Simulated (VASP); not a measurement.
Cu: single point with PBEsol

Cu:

```
CELL_PARAMETERS angstrom
0.00000 1.85269 1.85269
1.85269 0.00000 1.85269
1.85269 1.85269 0.00000
ATOMIC_POSITIONS crystal
Cu 0.00000 0.00000 0.00000
```

This cell differs from its parent crystal: strain +0.025 along x and y, +0.025 along z.

```yaml
Program: VASP 6.6.1
Task: single point
Functional: PBEsol
Potentials_or_basis: VASP PAW PBE potentials, release 64 (Cu)
Cutoff: 520 eV
k_mesh: 22 × 22 × 22
Occupations: gaussian, width 0.15 eV
Spin: no spin polarisation
Dipole_correction: no
Further_INCAR_settings: ALGO = Normal; EDIFF = 1e-07; NBANDS = 12
```

```yaml
Pressure: -14.0 GPa
```

Levels at points of the mesh, in eV from the Fermi level:
| k point | band 2 | band 3 | band 4 | band 5 | band 6 | band 7 | band 8 | band 9 | band 10 | band 11 |
| --- | --- | --- | --- | --- | --- | --- | --- | --- | --- | --- |
| (0.00, 0.00, 0.00) | -2.79 | -2.79 | -2.79 | -2.05 | -2.05 | 22.00 | 24.06 | 24.06 | 24.06 | 26.50 |
| (0.50, 0.00, 0.00) | -2.81 | -2.81 | -1.54 | -1.54 | -0.81 | 3.40 | 20.53 | 20.91 | 20.91 | 24.01 |
| (0.50, 0.50, 0.00) | -4.04 | -1.55 | -1.42 | -1.42 | 1.53 | 6.61 | 12.49 | 12.49 | 16.83 | 19.08 |

It took 36 s on 1 thread of Intel(R) Xeon(R) Platinum 8375C CPU @ 2.90GHz (Ice Lake), with other jobs on the host, peak memory 0.16 GiB.

Caveat: the cell differs from its parent crystal (strain +0.025 along x and y, +0.025 along z); the PAW data sets were made with another functional, which shifts forces and pressure a little.
